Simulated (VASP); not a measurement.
# Ti2BN3 (P-62m) in VASP: a series of runs

The runs below take Ti2BN3 through single point, with PBE.

All numbers are computed with VASP 6.6.1; they aren't measurements. Logs are shortened: lines on timing, memory, paths and dates and some standing lists are left out, and cuts for length are marked.

## (1) The cell of the first run

The structure is hexagonal, space group P-62m (No. 189). Conventional cell: a = 5.284 Å, b = 5.284 Å, c = 3.357 Å, α = 90.00°, β = 90.00°, γ = 120.00°. Within 2.5 Å of Ti (site symmetry -6) lie 3 N at 1.92 Å. Within 2.0 Å of B (site symmetry -62m) lie 3 N at 1.47 Å. N (site symmetry m2m) has 1 B at 1.47 Å and 2 Ti at 1.92 Å within 2.0 Å.

## (2) Single point, PBE

INCAR reads:

```
ALGO = Normal
EDIFF = 1E-6
ENCUT = 520
GGA = PE
ISIF = 2
ISMEAR = 0
LASPH = T
LCHARG = T
LELF = T
LREAL = F
LVHAR = T
LWAVE = F
NBANDS = 30
NELM = 60
PREC = Accurate
SIGMA = 0.1
```

KPOINTS reads:

```
k-points
0
Gamma
  12 12 12
```

POSCAR reads:

```
Ti2BN3
1.0
    5.2843742850      0.0000000000      0.0000000000
   -2.6421871425      4.5764023739      0.0000000000
    0.0000000000      0.0000000000      3.3566873987
Ti B N
2 1 3
Direct
    0.3333333333      0.6666666667      0.5000000000
    0.6666666667      0.3333333333      0.5000000000
    0.0000000000      0.0000000000      0.5000000000
    0.7210070093      0.0000000000      0.5000000000
    0.0000000000      0.7210070093      0.5000000000
    0.2789929907      0.2789929907      0.5000000000
```

Potentials or basis: VASP PAW PBE potentials, release 64 (Ti_sv, B, N).

Started as:

```console
cat potpaw_PBE.64/Ti_sv/POTCAR potpaw_PBE.64/B/POTCAR potpaw_PBE.64/N/POTCAR > POTCAR
mpirun -np 1 vasp_std > vasp.out
```

OUTCAR:

```text
EDIFF = 1E-6
   ENCUT = 520
   GGA = PE
   ISIF = 2
   ISMEAR = 0
   LASPH = T
   LREAL = F
   NELM = 60
   PREC = Accurate

 ion  position               nearest neighbor table
   1  0.333  0.667  0.500-   5 1.92   4 1.92   6 1.92
   2  0.667  0.333  0.500-   4 1.92   5 1.92   6 1.92
   3  0.000  0.000  0.500-   5 1.47   6 1.47   4 1.47
   4  0.721  0.000  0.500-   3 1.47   2 1.92   1 1.92
   5  0.000  0.721  0.500-   3 1.47   1 1.92   2 1.92
   6  0.279  0.279  0.500-   3 1.47   1 1.92   2 1.92

  LATTYP: Found a hexagonal cell.
 ALAT       =     5.2843742850
 C/A-ratio  =     0.6352100017

  Lattice vectors:

 A1 = (   5.2843742850,   0.0000000000,   0.0000000000)
 A2 = (  -2.6421871425,   4.5764023739,   0.0000000000)
 A3 = (   0.0000000000,   0.0000000000,   3.3566873987)

Analysis of symmetry for initial positions (statically):
=====================================================================
 Subroutine PRICEL returns:
 Original cell was already a primitive cell.

 Routine SETGRP: Setting up the symmetry group for a
 hexagonal supercell.

 Subroutine GETGRP returns: Found 12 space group operations
 (whereof 12 operations were pure point group operations)
 out of a pool of 24 trial point group operations.

The static configuration has the point symmetry D_3h.

Analysis of symmetry for dynamics (positions and initial velocities):
=====================================================================
 Subroutine PRICEL returns:
 Original cell was already a primitive cell.

 Routine SETGRP: Setting up the symmetry group for a
 hexagonal supercell.

 Subroutine GETGRP returns: Found 12 space group operations
 (whereof 12 operations were pure point group operations)
 out of a pool of 24 trial point group operations.

The dynamic configuration has the point symmetry D_3h.

 Subroutine INISYM returns: Found 12 space group operations
 (whereof 12 operations are pure point group operations),
 and found     1 'primitive' translations

----------------------------------------------------------------------------------------

                                     Primitive cell

  volume of cell :      81.1762

  direct lattice vectors                    reciprocal lattice vectors
     5.284374285  0.000000000  0.000000000     0.189237163  0.109256127  0.000000000
    -2.642187143  4.576402374  0.000000000     0.000000000  0.218512254  0.000000000
     0.000000000  0.000000000  3.356687399     0.000000000  0.000000000  0.297912758

  length of vectors
     5.284374285  5.284374285  3.356687399     0.218512254  0.218512254  0.297912758

  position of ions in fractional coordinates (direct lattice)
     0.333333333  0.666666667  0.500000000
     0.666666667  0.333333333  0.500000000
     0.000000000  0.000000000  0.500000000
     0.721007009  0.000000000  0.500000000
     0.000000000  0.721007009  0.500000000
     0.278992991  0.278992991  0.500000000

  ion indices of the primitive-cell ions
   primitive index   ion index
                 1           1
                 2           2
                 3           3
                 4           4
                 5           5
                 6           6

----------------------------------------------------------------------------------------

 KPOINTS: k-points

Automatic generation of k-mesh.
 Grid dimensions read from file:
 generate k-points for:   12   12   12

 Generating k-lattice:

  Cartesian coordinates                     Fractional coordinates (reciprocal lattice)
     0.015769764  0.009104677  0.000000000     0.083333333  0.000000000  0.000000000
     0.000000000  0.018209355  0.000000000     0.000000000  0.083333333  0.000000000
     0.000000000  0.000000000  0.024826063     0.000000000  0.000000000  0.083333333

  Length of vectors
     0.018209355  0.018209355  0.024826063

  Shift w.r.t. Gamma in fractional coordinates (k-lattice)
     0.000000000  0.000000000  0.000000000

 Subroutine IBZKPT returns following result:
 ===========================================

 Found    133 irreducible k-points:

 Following reciprocal coordinates:
            Coordinates               Weight
  0.000000  0.000000  0.000000      1.000000
  0.083333  0.000000  0.000000      6.000000
  0.166667  0.000000  0.000000      6.000000
  0.250000  0.000000  0.000000      6.000000
  0.333333  0.000000  0.000000      6.000000
  0.416667  0.000000  0.000000      6.000000
[... 16 lines left out ...]
  0.250000  0.000000  0.083333     12.000000
  0.333333  0.000000  0.083333     12.000000
 [... further k-points ...]
   k-points           NKPTS =    133   k-points in BZ     NKDIM =    133   number of bands    NBANDS=     30
   number of dos      NEDOS =    301   number of ions     NIONS =      6
   total plane-waves  NPLWV =  44800
   dimension x,y,z NGX =    40 NGY =   40 NGZ =   28
   dimension x,y,z NGXF=    80 NGYF=   80 NGZF=   56
   ions per type =               2   1   3
   NGX,Y,Z   is equivalent  to a cutoff of  12.58, 12.58, 13.87 a.u.
   NGXF,Y,Z  is equivalent  to a cutoff of  25.17, 25.17, 27.73 a.u.
 SYSTEM =  unknown system
   PREC   = accura    normal or accurate (medium, high low for compatibility)
   ISTART =      0    job   : 0-new  1-cont  2-samecut
   ICHARG =      2    charge: 1-file 2-atom 10-const
   ISPIN  =      1    spin polarized calculation?
   LNONCOLLINEAR =      F non collinear calculations
   LSORBIT =      F    spin-orbit coupling
   LASPH  =      T    aspherical Exc in radial PAW
   ENCUT  =  520.0 eV  38.22 Ry    6.18 a.u.   9.83  9.83  6.24*2*pi/ulx,y,z
   NELM   =     60;   NELMIN=  2; NELMDL= -5     # of ELM steps
   EDIFF  = 0.1E-05   stopping-criterion for ELM
   LREAL  =      F    real-space projection
   EDIFFG = 0.1E-04   stopping-criterion for IOM
   NSW    =      0    number of steps for IOM
   IBRION =     -1    ionic relax: 0-MD 1-quasi-New 2-CG
   NFREE  =      0    steps in history (QN), initial steepest desc. (CG)
   ISIF   =      2    stress and relaxation
   ISYM   =      2    0-nonsym 1-usesym 2-fastsym
   POTIM  = 0.5000    time-step for ionic-motion
   TEBEG  =    0.0;   TEEND  =   0.0 temperature during run
   PSTRESS=    0.0 pullay stress
   NELECT =      42.0000    total number of electrons
   NUPDOWN=      -1.0000    fix difference up-down
   EMIN   =  10.00;   EMAX   =-10.00  energy-range for DOS
   EFERMI =   0.00;   METHOD = LEGACY
   ISMEAR =     0;   SIGMA  =   0.10  broadening in eV -4-tet -1-fermi 0-gaus
   EFERMI_NEDOS =   21; number of points for ismear=-14 and -15
   IALGO  =     38    algorithm
   IMIX   =      4    mixing-type and parameters
     AMIX     =   0.40;   BMIX     =  1.00
     AMIX_MAG =   1.60;   BMIX_MAG =  1.00
  volume/ion in A,a.u.               =      13.53        91.30
  Fermi-wavevector in a.u.,A,eV,Ry     =   1.314261  2.483594 23.501107  1.727283
  Thomas-Fermi vector in A             =   2.444526
   LORBIT       =      0    0 simple, 1 ext, 2 COOP (PROOUT), +10 PAW based schemes
   GGA     = PE    functional components
   LHFCALC =     F    Hartree Fock is set to
   AEXX    =    0.0000 exact exchange contribution
   IVDW    =     0    specifies the selected vdW correction
   LEPSILON=     F    determine dielectric tensor
   LRPA    =     F    only Hartree local field effects (RPA)
 non-spin polarized calculation
 Gauss-broadening in eV      SIGMA  =   0.10
  energy-cutoff  :      520.00
  volume of cell :       81.18
 maximum number of plane-waves:      2204
 NGX is ok and might be reduce to    40
   NGX = 19   NGY = 19   NGZ = 13

 number of electron      41.9999998 magnetization

 Free energy of the ion-electron system (eV)
  ---------------------------------------------------
  ext. energy  EPLUGINS =         0.00000000
  ---------------------------------------------------
  free energy    TOTEN  =       -51.83885739 eV

  energy without entropy =      -51.82842975  energy(sigma->0) =      -51.83364357

 E-fermi :   5.2307     XC(G=0): -10.0157

 val. band max:        5.2256125327   @ k =   0.0833   0.0833   0.4167
 cond. band min:       5.2398324959   @ k =   0.1667   0.0000   0.5000
 fundamental gap:      0.0142199632
 Fermi energy:         5.2306615038

 k-point     1 :       0.0000    0.0000    0.0000
  band No.  band energies     occupation
      1     -52.4281      2.00000
      2     -52.3871      2.00000
      3     -28.9002      2.00000
      4     -28.9002      2.00000
      5     -28.6952      2.00000
      6     -28.6952      2.00000
[... 22 lines left out ...]
     29       9.1567      0.00000
     30      10.0594      0.00000

 k-point     2 :       0.0833    0.0000    0.0000
  band No.  band energies     occupation
      1     -52.4275      2.00000
      2     -52.3878      2.00000
      3     -28.9017      2.00000
      4     -28.8978      2.00000
      5     -28.6978      2.00000
      6     -28.6937      2.00000
[... 22 lines left out ...]
     29       9.2191      0.00000
     30       9.9580      0.00000

 k-point     3 :       0.1667    0.0000    0.0000
  band No.  band energies     occupation
      1     -52.4257      2.00000
      2     -52.3896      2.00000
      3     -28.9058      2.00000
      4     -28.8910      2.00000
      5     -28.7052      2.00000
      6     -28.6896      2.00000
[... 22 lines left out ...]
     29       9.3771      0.00000
     30       9.6866      0.00000

 k-point     4 :       0.2500    0.0000    0.0000
  band No.  band energies     occupation
      1     -52.4229      2.00000
      2     -52.3924      2.00000
      3     -28.9111      2.00000
      4     -28.8807      2.00000
      5     -28.7163      2.00000
      6     -28.6843      2.00000
[... 22 lines left out ...]
     29       9.2542      0.00000
     30       9.3958      0.00000

 k-point     5 :       0.3333    0.0000    0.0000
  band No.  band energies     occupation
      1     -52.4195      2.00000
      2     -52.3958      2.00000
      3     -28.9161      2.00000
      4     -28.8688      2.00000
      5     -28.7289      2.00000
      6     -28.6792      2.00000
[... 22 lines left out ...]
     29       8.8820      0.00000
     30       9.1013      0.00000
[... 526 lines left out ...]
     29       9.2998      0.00000
     30       9.9764      0.00000

 k-point    22 :       0.1667    0.0000    0.0833
  band No.  band energies     occupation
      1     -52.4253      2.00000
      2     -52.3892      2.00000
      3     -28.9051      2.00000
      4     -28.8904      2.00000
      5     -28.7048      2.00000
      6     -28.6892      2.00000
[... 22 lines left out ...]
     29       9.4618      0.00000
     30       9.7136      0.00000

 k-point    23 :       0.2500    0.0000    0.0833
  band No.  band energies     occupation
      1     -52.4225      2.00000
      2     -52.3920      2.00000
      3     -28.9104      2.00000
      4     -28.8801      2.00000
      5     -28.7158      2.00000
      6     -28.6838      2.00000
[... 22 lines left out ...]
     29       9.2844      0.00000
     30       9.4140      0.00000

 k-point    24 :       0.3333    0.0000    0.0833
  band No.  band energies     occupation
      1     -52.4191      2.00000
      2     -52.3954      2.00000
      3     -28.9155      2.00000
      4     -28.8682      2.00000
      5     -28.7284      2.00000
      6     -28.6788      2.00000
[... 22 lines left out ...]
     29       8.9044      0.00000
     30       9.1137      0.00000

 [... further k-points ...]
[... 5 lines left out ...]
  --------------------------------------------------------------------------------------
  -------------------------------------------------------------------------------------
  Total        0.1376207      0.1376207     -0.0620690      0.0000000      0.0000000      0.0000000
  in kB        2.7162248      2.7162248     -1.2250571      0.0000000      0.0000000      0.0000000
  external PRESSURE =       1.4024642 kB  Pullay stress =       0.0000000 kB

 VOLUME and BASIS-vectors are now :
 -----------------------------------------------------------------------------
  energy-cutoff  :      520.00
  volume of cell :       81.18
      direct lattice vectors                 reciprocal lattice vectors
     5.284374285  0.000000000  0.000000000     0.189237163  0.109256127  0.000000000
    -2.642187143  4.576402374  0.000000000     0.000000000  0.218512254  0.000000000
     0.000000000  0.000000000  3.356687399     0.000000000  0.000000000  0.297912758

 POSITION                                       TOTAL-FORCE (eV/Angst)
 -----------------------------------------------------------------------------------
     -0.00000      3.05093      1.67834         0.000000      0.000000      0.000000
      2.64219      1.52547      1.67834         0.000000     -0.000000      0.000000
      0.00000      0.00000      1.67834         0.000000      0.000000      0.000000
      3.81007      0.00000      1.67834         0.021162      0.000000      0.000000
     -1.90504      3.29962      1.67834        -0.010581      0.018327      0.000000
      0.73715      1.27678      1.67834        -0.010581     -0.018327     -0.000000
 -----------------------------------------------------------------------------------
    total drift:                               -0.000002     -0.000004      0.000000

  FREE ENERGIE OF THE ION-ELECTRON SYSTEM (eV)
  ---------------------------------------------------
  free  energy   TOTEN  =       -51.8388573946 eV

  energy  without entropy=      -51.8284297543  energy(sigma->0) =      -51.83364357
```

It took 13 min on 1 thread of AMD EPYC 7R13, shared host; peak memory 0.37 GiB.

Results:

* Free energy: -51.8389 eV
* Pressure: 0.1 GPa
* Largest force: 0.021 eV/Å
* Band gap on the k mesh: zero (band 21 reaches 5.58 eV, above the bottom of band 22 at 4.09 eV)

Forces in eV/Å, atoms in the order of the input:
```
Ti   0.000  0.000  0.000
Ti   0.000  0.000  0.000
B    0.000  0.000  0.000
N    0.021  0.000  0.000
N   -0.011  0.018  0.000
N   -0.011 -0.018  0.000
```

Stress tensor (GPa, compression positive):
```
 0.27  0.00  0.00
 0.00  0.27  0.00
 0.00  0.00 -0.12
```

Levels at points of the mesh, in eV from the Fermi level:
| k point | band 17 | band 18 | band 19 | band 20 | band 21 | band 22 | band 23 | band 24 | band 25 | band 26 |
| --- | --- | --- | --- | --- | --- | --- | --- | --- | --- | --- |
| (0.00, 0.00, 0.00) | -3.61 | -3.05 | -2.47 | -2.47 | -1.87 | -0.28 | 0.17 | 0.17 | 0.99 | 0.99 |
| (0.50, 0.00, 0.00) | -3.18 | -2.83 | -2.47 | -2.01 | -1.35 | -0.93 | 0.36 | 1.35 | 1.53 | 1.99 |
| (0.00, 0.00, 0.50) | -3.95 | -3.84 | -3.84 | -2.95 | -0.20 | -0.20 | 0.55 | 0.55 | 1.87 | 2.28 |
| (0.50, 0.00, 0.50) | -4.04 | -3.94 | -3.04 | -2.71 | 0.24 | 0.62 | 0.96 | 1.33 | 1.35 | 2.32 |

## (3) Single point, PBE, collinear spin, ferromagnetic start

INCAR reads:

```
SYSTEM = Ti2BN3
PREC = Accurate
ENCUT = 520
EDIFF = 1E-6
ISMEAR = 0
SIGMA = 0.1
LREAL = .FALSE.
LASPH = .TRUE.
NELM = 150
ALGO = Normal
ISIF = 2
LWAVE = .FALSE.
LCHARG = .FALSE.
ISPIN = 2
MAGMOM = -1 -1 0 0 0 0
LORBIT = 11
LMAXMIX = 4
GGA = PE
NBANDS = 34
```

KPOINTS reads:

```
Automatic mesh
0
G
  6 6 6
  0 0 0
```

POSCAR reads:

```
Ti2BN3
1.0
    5.2830556281      0.0000000000      0.0000000000
   -2.6415278141      4.5752603836      0.0000000000
    0.0000000000      0.0000000000      3.3532306338
Ti B N
2 1 3
Direct
    0.3333333333      0.6666666667      0.5000000000
    0.6666666667      0.3333333333      0.5000000000
    0.0000000000      0.0000000000      0.5000000000
    0.7210435819      0.0000000000      0.5000000000
    0.0000000000      0.7210435819      0.5000000000
    0.2789564181      0.2789564181      0.5000000000
```

Potentials or basis: VASP PAW PBE potentials, release 64 (Ti_sv, B, N).

Started as:

```console
cat potpaw_PBE.64/Ti_sv/POTCAR potpaw_PBE.64/B/POTCAR potpaw_PBE.64/N/POTCAR > POTCAR
mpirun -np 1 vasp_std > vasp.out
```

Wall time 6.8 min (1 thread of AMD EPYC 7R13, shared host); peak memory 0.27 GiB.

Results (log left out):

```yaml
Free_energy: -51.8646 eV
Pressure: 0.3 GPa
Largest_force: 0.014 eV/Å
Band_gap_on_the_k_mesh: zero (filled and empty bands overlap)
Net_moment: 0.00 μB per cell
Valence_electrons_inside_the_program's_atomic_spheres: Ti 10.40; B 2.01; N 3.83
```

Forces on the atoms (eV/Å):
```
Ti   0.000  0.000  0.000
Ti   0.000  0.000  0.000
B    0.000  0.000  0.000
N   -0.014  0.000  0.000
N    0.007 -0.012  0.000
N    0.007  0.012  0.000
```

Stress tensor (GPa, compression positive):
```
 0.60  0.00  0.00
 0.00  0.60  0.00
 0.00  0.00 -0.19
```

Levels at points of the mesh, in eV from the Fermi level:
Spin up:
```tsv
k point	band 17	band 18	band 19	band 20	band 21	band 22	band 23	band 24	band 25	band 26
(0.00, 0.00, 0.00)	-3.58	-3.02	-2.43	-2.43	-1.83	-0.24	0.21	0.21	1.04	1.04
(0.50, 0.00, 0.00)	-3.15	-2.80	-2.43	-1.97	-1.31	-0.88	0.39	1.40	1.57	2.04
(0.00, 0.00, 0.50)	-3.92	-3.81	-3.81	-2.92	-0.16	-0.16	0.59	0.59	1.90	2.34
(0.50, 0.00, 0.50)	-4.01	-3.91	-3.01	-2.67	0.27	0.66	1.00	1.37	1.39	2.36
```
Spin down:
```csv
k point,band 18,band 19,band 20,band 21,band 22,band 23,band 24,band 25
"(0.00, 0.00, 0.00)",-3.02,-2.43,-2.43,-1.83,-0.24,0.21,0.21,1.04
"(0.50, 0.00, 0.00)",-2.80,-2.43,-1.97,-1.31,-0.88,0.39,1.40,1.57
"(0.00, 0.00, 0.50)",-3.81,-3.81,-2.92,-0.16,-0.16,0.59,0.59,1.90
"(0.50, 0.00, 0.50)",-3.91,-3.01,-2.67,0.27,0.66,1.00,1.37,1.39
```
